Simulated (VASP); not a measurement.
# YScI6 (P4/mmm) in VASP: further runs

YScI6 is run at these levels: PBEsol, r2SCAN+rVV10; tasks: single point.

All numbers are computed with VASP 6.6.1; they aren't measurements. Logs are shortened: lines on timing, memory, paths and dates and some standing lists are left out, and cuts for length are marked.

**1. The cell of the first run**

It takes space group P4/mmm (No. 123, tetragonal). Conventional cell: a = 5.440 Å, b = 5.440 Å, c = 8.056 Å, α = 90.00°, β = 90.00°, γ = 90.00°. Y (site symmetry 4/mmm) has 14 I at 3.40 to 4.03 Å within 4.5 Å. I (site symmetry 4/mmm) has 8 I at 3.37 Å and 4 Sc at 3.85 Å and 2 Y at 4.03 Å within 4.4 Å. Within 4.5 Å of I (site symmetry 4/mmm) lie 8 I at 3.40 Å and 4 Y at 3.85 Å and 2 Sc at 4.03 Å. I (site symmetry 2mm) has 10 I at 3.37 to 4.08 Å and 2 Sc at 3.37 Å and 2 Y at 3.40 Å within 4.4 Å. Within 4.4 Å of Sc (site symmetry 4/mmm) lie 14 I at 3.37 to 4.03 Å.

**2. Single point, PBEsol**

INCAR reads:

```
SYSTEM = YScI6
ALGO = Normal
EDIFF = 1E-6
ENCUT = 500
GGA = PS
GGA_COMPAT = .FALSE.
ISIF = 2
ISMEAR = -1
LASPH = .TRUE.
LCHARG = .FALSE.
LREAL = .FALSE.
LWAVE = .FALSE.
NBANDS = 42
NELM = 120
PREC = Accurate
SIGMA = 0.03
```

KPOINTS reads:

```
k-points
0
G
  4 4 2
  0 0 0
```

POSCAR reads:

```
YScI6
1.0
    5.4398223173      0.0000000000      0.0000000000
    0.0000000000      5.4398223173      0.0000000000
    0.0000000000      0.0000000000      8.0564780111
Y I Sc
1 6 1
Direct
    0.5000000000      0.5000000000      0.5000000000
    0.5000000000      0.5000000000      0.0000000000
    0.0000000000      0.0000000000      0.5000000000
    0.0000000000      0.5000000000      0.2466400421
    0.5000000000      0.0000000000      0.7533599579
    0.5000000000      0.0000000000      0.2466400421
    0.0000000000      0.5000000000      0.7533599579
    0.0000000000      0.0000000000      0.0000000000
```

Potentials or basis: VASP PAW PBE potentials, release 64 (Y_sv, I, Sc_sv).

Started as:

```bash
cat potpaw_PBE.64/Y_sv/POTCAR potpaw_PBE.64/I/POTCAR potpaw_PBE.64/Sc_sv/POTCAR > POTCAR
mpirun -np 1 vasp_std > vasp.out
```

OUTCAR:

```text
SYSTEM = YScI6
   EDIFF = 1E-6
   ENCUT = 500
   GGA = PS
   ISIF = 2
   ISMEAR = -1
   LASPH = .TRUE.
   LREAL = .FALSE.
   NELM = 120
   PREC = Accurate

 ion  position               nearest neighbor table
   1  0.500  0.500  0.500-   4 3.40   5 3.40   6 3.40   7 3.40   5 3.40   6 3.40   4 3.40   7 3.40
                             3 3.85   3 3.85   3 3.85   3 3.85
   2  0.500  0.500  0.000-   4 3.37   5 3.37   6 3.37   7 3.37   5 3.37   6 3.37   4 3.37   7 3.37

   3  0.000  0.000  0.500-   4 3.40   5 3.40   6 3.40   7 3.40   4 3.40   7 3.40   5 3.40   6 3.40
                             1 3.85   1 3.85   1 3.85   1 3.85
   4  0.000  0.500  0.247-   2 3.37   8 3.37   8 3.37   2 3.37   3 3.40   3 3.40   1 3.40   1 3.40

   5  0.500  0.000  0.753-   2 3.37   8 3.37   2 3.37   8 3.37   1 3.40   3 3.40   3 3.40   1 3.40

   6  0.500  0.000  0.247-   2 3.37   8 3.37   2 3.37   8 3.37   1 3.40   3 3.40   3 3.40   1 3.40

   7  0.000  0.500  0.753-   2 3.37   8 3.37   8 3.37   2 3.37   3 3.40   3 3.40   1 3.40   1 3.40

   8  0.000  0.000  0.000-   4 3.37   5 3.37   6 3.37   7 3.37   4 3.37   7 3.37   5 3.37   6 3.37

  LATTYP: Found a simple tetragonal cell.
 ALAT       =     5.4398223173
 C/A-ratio  =     1.4810185960

  Lattice vectors:

 A1 = (   5.4398223173,   0.0000000000,   0.0000000000)
 A2 = (   0.0000000000,   5.4398223173,   0.0000000000)
 A3 = (   0.0000000000,   0.0000000000,   8.0564780111)

Analysis of symmetry for initial positions (statically):
=====================================================================
 Subroutine PRICEL returns:
 Original cell was already a primitive cell.

 Routine SETGRP: Setting up the symmetry group for a
 simple tetragonal supercell.

 Subroutine GETGRP returns: Found 16 space group operations
 (whereof 16 operations were pure point group operations)
 out of a pool of 16 trial point group operations.

The static configuration has the point symmetry D_4h.

Analysis of symmetry for dynamics (positions and initial velocities):
=====================================================================
 Subroutine PRICEL returns:
 Original cell was already a primitive cell.

 Routine SETGRP: Setting up the symmetry group for a
 simple tetragonal supercell.

 Subroutine GETGRP returns: Found 16 space group operations
 (whereof 16 operations were pure point group operations)
 out of a pool of 16 trial point group operations.

The dynamic configuration has the point symmetry D_4h.

 Subroutine INISYM returns: Found 16 space group operations
 (whereof 16 operations are pure point group operations),
 and found     1 'primitive' translations

----------------------------------------------------------------------------------------

                                     Primitive cell

  volume of cell :     238.4046

  direct lattice vectors                    reciprocal lattice vectors
     5.439822317  0.000000000  0.000000000     0.183829534  0.000000000  0.000000000
     0.000000000  5.439822317  0.000000000     0.000000000  0.183829534  0.000000000
     0.000000000  0.000000000  8.056478011     0.000000000  0.000000000  0.124123717

  length of vectors
     5.439822317  5.439822317  8.056478011     0.183829534  0.183829534  0.124123717

  position of ions in fractional coordinates (direct lattice)
     0.500000000  0.500000000  0.500000000
     0.500000000  0.500000000  0.000000000
     0.000000000  0.000000000  0.500000000
     0.000000000  0.500000000  0.246640042
     0.500000000  0.000000000  0.753359958
     0.500000000  0.000000000  0.246640042
     0.000000000  0.500000000  0.753359958
     0.000000000  0.000000000  0.000000000

  ion indices of the primitive-cell ions
   primitive index   ion index
                 1           1
                 2           2
                 3           3
                 4           4
                 5           5
                 6           6
                 7           7
                 8           8

----------------------------------------------------------------------------------------

 KPOINTS: k-points

Automatic generation of k-mesh.
 Grid dimensions read from file:
 generate k-points for:    4    4    2

 Generating k-lattice:

  Cartesian coordinates                     Fractional coordinates (reciprocal lattice)
     0.045957383  0.000000000  0.000000000     0.250000000  0.000000000  0.000000000
     0.000000000  0.045957383  0.000000000     0.000000000  0.250000000  0.000000000
     0.000000000  0.000000000  0.062061859     0.000000000  0.000000000  0.500000000

  Length of vectors
     0.045957383  0.045957383  0.062061859

  Shift w.r.t. Gamma in fractional coordinates (k-lattice)
     0.000000000  0.000000000  0.000000000

 Subroutine IBZKPT returns following result:
 ===========================================

 Found     12 irreducible k-points:

 Following reciprocal coordinates:
            Coordinates               Weight
  0.000000  0.000000  0.000000      1.000000
  0.250000  0.000000  0.000000      4.000000
  0.500000  0.000000  0.000000      2.000000
  0.250000  0.250000  0.000000      4.000000
  0.500000  0.250000  0.000000      4.000000
  0.500000  0.500000  0.000000      1.000000
  0.000000  0.000000  0.500000      1.000000
  0.250000  0.000000  0.500000      4.000000
  0.500000  0.000000  0.500000      2.000000
  0.250000  0.250000  0.500000      4.000000
  0.500000  0.250000  0.500000      4.000000
  0.500000  0.500000  0.500000      1.000000
   k-points           NKPTS =     12   k-points in BZ     NKDIM =     12   number of bands    NBANDS=     42
   number of dos      NEDOS =    301   number of ions     NIONS =      8
   total plane-waves  NPLWV =  96000
   dimension x,y,z NGX =    40 NGY =   40 NGZ =   60
   dimension x,y,z NGXF=    80 NGYF=   80 NGZF=  120
   ions per type =               1   6   1
   NGX,Y,Z   is equivalent  to a cutoff of  12.22, 12.22, 12.38 a.u.
   NGXF,Y,Z  is equivalent  to a cutoff of  24.45, 24.45, 24.76 a.u.
 SYSTEM =  YScI6
   PREC   = accura    normal or accurate (medium, high low for compatibility)
   ISTART =      0    job   : 0-new  1-cont  2-samecut
   ICHARG =      2    charge: 1-file 2-atom 10-const
   ISPIN  =      1    spin polarized calculation?
   LNONCOLLINEAR =      F non collinear calculations
[... 39 lines left out ...]
  ---------------------------------------------------
  ext. energy  EPLUGINS =         0.00000000
  ---------------------------------------------------
  free energy    TOTEN  =       -28.95310972 eV

  energy without entropy =      -28.95253955  energy(sigma->0) =      -28.95282463

 E-fermi :   6.2504     XC(G=0):  -9.8398

 val. band max:        6.1246470917   @ k =   0.5000   0.5000   0.0000
 cond. band min:       6.3588898337   @ k =   0.0000   0.0000   0.0000
 fundamental gap:      0.2342427420
 Fermi energy:         6.2504139319

 k-point     1 :       0.0000    0.0000    0.0000
  band No.  band energies     occupation
      1     -45.0268      2.00000
      2     -37.9276      2.00000
      3     -23.6733      2.00000
      4     -23.6571      2.00000
      5     -23.6571      2.00000
      6     -17.8297      2.00000
[... 34 lines left out ...]
     41       8.7257      0.00000
     42       8.7887      0.00000

 k-point     2 :       0.2500    0.0000    0.0000
  band No.  band energies     occupation
      1     -45.0268      2.00000
      2     -37.9276      2.00000
      3     -23.6733      2.00000
      4     -23.6575      2.00000
      5     -23.6571      2.00000
      6     -17.8323      2.00000
[... 34 lines left out ...]
     41       8.7612      0.00000
     42       8.9312      0.00000

 k-point     3 :       0.5000    0.0000    0.0000
  band No.  band energies     occupation
      1     -45.0268      2.00000
      2     -37.9275      2.00000
      3     -23.6732      2.00000
      4     -23.6579      2.00000
      5     -23.6571      2.00000
      6     -17.8352      2.00000
[... 34 lines left out ...]
     41       8.4961      0.00000
     42       8.6712      0.00000

 k-point     4 :       0.2500    0.2500    0.0000
  band No.  band energies     occupation
      1     -45.0268      2.00000
      2     -37.9275      2.00000
      3     -23.6732      2.00000
      4     -23.6575      2.00000
      5     -23.6574      2.00000
      6     -17.8321      2.00000
[... 34 lines left out ...]
     41       8.9112      0.00000
     42       8.9782      0.00000

 k-point     5 :       0.5000    0.2500    0.0000
  band No.  band energies     occupation
      1     -45.0268      2.00000
      2     -37.9275      2.00000
      3     -23.6731      2.00000
      4     -23.6578      2.00000
      5     -23.6574      2.00000
      6     -17.8349      2.00000
[... 34 lines left out ...]
     41       8.5257      0.00000
     42       8.8420      0.00000

 k-point     6 :       0.5000    0.5000    0.0000
  band No.  band energies     occupation
      1     -45.0268      2.00000
      2     -37.9275      2.00000
      3     -23.6731      2.00000
      4     -23.6578      2.00000
      5     -23.6578      2.00000
      6     -17.8346      2.00000
[... 34 lines left out ...]
     41       8.2552      0.00000
     42       8.3636      0.00000

 k-point     7 :       0.0000    0.0000    0.5000
  band No.  band energies     occupation
      1     -45.0268      2.00000
      2     -37.9276      2.00000
      3     -23.6733      2.00000
      4     -23.6571      2.00000
      5     -23.6571      2.00000
      6     -17.8297      2.00000
[... 34 lines left out ...]
     41       9.2736      0.00000
     42       9.3700      0.00000

 k-point     8 :       0.2500    0.0000    0.5000
  band No.  band energies     occupation
      1     -45.0268      2.00000
      2     -37.9276      2.00000
      3     -23.6733      2.00000
      4     -23.6575      2.00000
      5     -23.6571      2.00000
      6     -17.8323      2.00000
[... 34 lines left out ...]
     41       8.7198      0.00000
     42       9.0064      0.00000

 k-point     9 :       0.5000    0.0000    0.5000
  band No.  band energies     occupation
      1     -45.0268      2.00000
      2     -37.9275      2.00000
      3     -23.6732      2.00000
      4     -23.6579      2.00000
      5     -23.6571      2.00000
      6     -17.8352      2.00000
[... 34 lines left out ...]
     41       8.9868      0.00000
     42       9.3018      0.00000

 k-point    10 :       0.2500    0.2500    0.5000
  band No.  band energies     occupation
      1     -45.0268      2.00000
      2     -37.9275      2.00000
      3     -23.6732      2.00000
      4     -23.6575      2.00000
      5     -23.6574      2.00000
      6     -17.8321      2.00000
[... 34 lines left out ...]
     41       8.5656      0.00000
     42       8.6161      0.00000

 k-point    11 :       0.5000    0.2500    0.5000
  band No.  band energies     occupation
      1     -45.0268      2.00000
      2     -37.9275      2.00000
      3     -23.6731      2.00000
      4     -23.6578      2.00000
      5     -23.6574      2.00000
      6     -17.8349      2.00000
[... 34 lines left out ...]
     41       8.5224      0.00000
     42       8.5695      0.00000

 k-point    12 :       0.5000    0.5000    0.5000
  band No.  band energies     occupation
      1     -45.0268      2.00000
      2     -37.9275      2.00000
      3     -23.6731      2.00000
      4     -23.6578      2.00000
      5     -23.6578      2.00000
      6     -17.8346      2.00000
[... 34 lines left out ...]
     41       8.4685      0.00000
     42       8.5422      0.00000

------------------------ aborting loop because EDIFF is reached ----------------------------------------

  FORCE on cell =-STRESS in cart. coord.  units (eV):
  Direction    XX          YY          ZZ          XY          YZ          ZX
  --------------------------------------------------------------------------------------
  -------------------------------------------------------------------------------------
  Total        0.0893047      0.0893047      0.0794955      0.0000000      0.0000000      0.0000000
  in kB        0.6001642      0.6001642      0.5342424      0.0000000      0.0000000      0.0000000
  external PRESSURE =       0.5781902 kB  Pullay stress =       0.0000000 kB

 VOLUME and BASIS-vectors are now :
 -----------------------------------------------------------------------------
  energy-cutoff  :      500.00
  volume of cell :      238.40
      direct lattice vectors                 reciprocal lattice vectors
     5.439822317  0.000000000  0.000000000     0.183829534  0.000000000  0.000000000
     0.000000000  5.439822317  0.000000000     0.000000000  0.183829534  0.000000000
     0.000000000  0.000000000  8.056478011     0.000000000  0.000000000  0.124123717

 POSITION                                       TOTAL-FORCE (eV/Angst)
 -----------------------------------------------------------------------------------
      2.71991      2.71991      4.02824         0.000000      0.000000      0.000000
      2.71991      2.71991      0.00000         0.000000      0.000000      0.000000
      0.00000      0.00000      4.02824         0.000000      0.000000      0.000000
      0.00000      2.71991      1.98705         0.000000      0.000000      0.003159
      2.71991      0.00000      6.06943         0.000000      0.000000     -0.003159
      2.71991      0.00000      1.98705         0.000000     -0.000000      0.003159
      0.00000      2.71991      6.06943         0.000000      0.000000     -0.003159
      0.00000      0.00000      0.00000         0.000000      0.000000      0.000000
 -----------------------------------------------------------------------------------
    total drift:                                0.000000      0.000000     -0.000000

  FREE ENERGIE OF THE ION-ELECTRON SYSTEM (eV)
  ---------------------------------------------------
  free  energy   TOTEN  =       -28.9531097157 eV

  energy  without entropy=      -28.9525395505  energy(sigma->0) =      -28.95282463
```

It took 4.3 min on 1 thread of Intel Xeon 8259CL, shared host; peak memory 0.37 GiB.

What came out:

```yaml
Free_energy: -28.9531 eV
Pressure: 0.1 GPa
Largest_force: 0.003 eV/Å
Band_gap_on_the_k_mesh: 0.23 eV (least direct gap 0.48 eV)
```

Forces in eV/Å, atoms in the order of the input:
```
Y    0.000  0.000  0.000
I    0.000  0.000  0.000
I    0.000  0.000  0.000
I    0.000  0.000  0.003
I    0.000  0.000 -0.003
I    0.000  0.000  0.003
I    0.000  0.000 -0.003
Sc   0.000  0.000  0.000
```

Caveat: semilocal functionals underestimate gaps, and a narrow one can read as zero; the PAW data sets were made with another functional, which shifts forces and pressure a little; spin-orbit coupling is left out, which moves the levels of the heavy elements.

**3. Single point, r2SCAN+rVV10**

This run uses another cell than the first one, of 31.25 Å³/atom.

POSCAR reads:

```
YScI6
1.0
    5.5896049872      0.0000000000      0.0000000000
    0.0000000000      5.5896049872      0.0000000000
    0.0000000000      0.0000000000      8.0010833542
Y I Sc
1 6 1
Direct
    0.5000000000      0.5000000000      0.5000000000
    0.5000000000      0.5000000000      0.0000000000
    0.0000000000      0.0000000000      0.5000000000
    0.0000000000      0.5000000000      0.2475251543
    0.5000000000      0.0000000000      0.7524748457
    0.5000000000      0.0000000000      0.2475251543
    0.0000000000      0.5000000000      0.7524748457
    0.0000000000      0.0000000000      0.0000000000
```

INCAR.step1 reads:

```
PREC     = Accurate       # precision mode
ENCUT    = 550            # plane-wave cutoff, eV
ISMEAR   = -1             # smearing method
SIGMA    = 0.03           # smearing width, eV
LREAL    = F              # projectors in reciprocal space
LASPH    = T              # aspherical terms in the spheres
NELM     = 120            # most SCF steps
NBANDS   = 42             # bands
GGA      = PE             # functional
ALGO     = Normal         # electronic algorithm
EDIFF    = 1E-5           # SCF threshold, eV
LWAVE    = T              # write WAVECAR
LCHARG   = F              # write CHGCAR
GGA_COMPAT= F
```

INCAR.step2 reads:

```
PREC     = Accurate       # precision mode
ENCUT    = 550            # plane-wave cutoff, eV
EDIFF    = 1E-6           # SCF threshold, eV
ISMEAR   = -1             # smearing method
SIGMA    = 0.03           # smearing width, eV
LREAL    = F              # projectors in reciprocal space
LASPH    = T              # aspherical terms in the spheres
NELM     = 120            # most SCF steps
ALGO     = Normal         # electronic algorithm
ISIF     = 2              # what is computed and relaxed
LWAVE    = F              # write WAVECAR
LCHARG   = F              # write CHGCAR
METAGGA  = R2SCAN         # meta-GGA
LMIXTAU  = T            
LUSE_VDW = T            
IVDW_NL  = 2            
BPARAM   = 11.95        
CPARAM   = 0.0093       
NBANDS   = 42             # bands
ISTART   = 1            
GGA_COMPAT= F
```

KPOINTS reads:

```
Automatic mesh
0
Gamma
  4 4 4
```

Potentials or basis: VASP PAW PBE potentials, release 64 (Y_sv, I, Sc_sv).

Started as:

```bash
cat potpaw_PBE.64/Y_sv/POTCAR potpaw_PBE.64/I/POTCAR potpaw_PBE.64/Sc_sv/POTCAR > POTCAR
cp INCAR.step1 INCAR
mpirun -np 1 vasp_std > vasp.out
cp INCAR.step2 INCAR
mpirun -np 1 vasp_std > vasp.out
```

Run time: 25 min. Hardware: 1 thread of Intel Xeon 8259CL, shared host; peak memory 1.1 GiB.

It converged, with:

* Free energy: -182.7998 eV
* Pressure: 0.2 GPa
* Band gap on the k mesh: 0.59 eV (least direct gap 0.65 eV)

Forces in eV/Å, atoms in the order of the input:
```
Y    0.000  0.000  0.000
I    0.000  0.000  0.000
I    0.000  0.000  0.000
I    0.000  0.000  0.002
I    0.000  0.000 -0.002
I    0.000  0.000  0.002
I    0.000  0.000 -0.002
Sc   0.000  0.000  0.000
```

Levels at points of the mesh, in eV from the valence-band top:
| k point | band 28 | band 29 | band 30 | band 31 | band 32 | band 33 | band 34 | band 35 | band 36 | band 37 |
| --- | --- | --- | --- | --- | --- | --- | --- | --- | --- | --- |
| (0.00, 0.00, 0.00) | -1.05 | -1.05 | -1.04 | -0.06 | -0.06 | 0.59 | 0.61 | 1.06 | 1.28 | 1.33 |
| (0.50, 0.00, 0.00) | -0.94 | -0.78 | -0.70 | -0.16 | -0.16 | 0.96 | 1.20 | 1.20 | 1.23 | 1.35 |
| (0.50, 0.50, 0.00) | -1.21 | -0.12 | 0.00 | 0.00 | 0.00 | 0.75 | 0.76 | 0.99 | 0.99 | 1.23 |
| (0.00, 0.00, 0.50) | -1.92 | -0.95 | -0.95 | -0.85 | -0.85 | 0.64 | 1.06 | 1.38 | 1.38 | 1.71 |
| (0.50, 0.00, 0.50) | -0.88 | -0.88 | -0.88 | -0.28 | -0.25 | 1.08 | 1.16 | 1.20 | 1.31 | 1.72 |
| (0.50, 0.50, 0.50) | -0.79 | -0.61 | -0.61 | -0.49 | -0.49 | 0.88 | 1.10 | 1.19 | 1.19 | 1.32 |

Caveat: semilocal functionals underestimate gaps, and a narrow one can read as zero; the PAW data sets were made with another functional, which shifts forces and pressure a little; spin-orbit coupling is left out, which moves the levels of the heavy elements. A k mesh can miss the band edges.
